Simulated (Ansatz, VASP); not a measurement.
# Two plane-wave programs on SnO2

```
CELL_PARAMETERS angstrom
4.73800 0.00000 0.00000
0.00000 4.73800 0.00000
0.00000 0.00000 3.18650
ATOMIC_POSITIONS crystal
Sn 0.00000 0.00000 0.00000
Sn 0.50000 0.50000 0.50000
O 0.30710 0.30710 0.00000
O 0.19290 0.80710 0.50000
O 0.69290 0.69290 0.00000
O 0.80710 0.19290 0.50000
```

Alike in both runs: task relaxation of the atoms; functional PBE; k mesh 7 × 7 × 9; occupations fermi-dirac, width 0.02 eV; no spin polarisation.

|  | VASP | Ansatz |
| --- | --- | --- |
| version | VASP 6.6.1 | Ansatz 0.2.0 |
| potentials or method | VASP PAW PBE potentials, release 64 (Sn_d, O) | plane-wave PAW, scalar-relativistic |
| plane-wave cutoff (eV) | 520 | 420 |
| valence electrons in the cell | 52 | 52 |

|  | VASP | Ansatz | Ansatz less VASP |
| --- | --- | --- | --- |
| gap on the k mesh at the Fermi level, each at its own relaxed structure (eV) | 1.23 | 1.24 | +0.012 |

Ansatz's warnings: stress scf threshold loose.
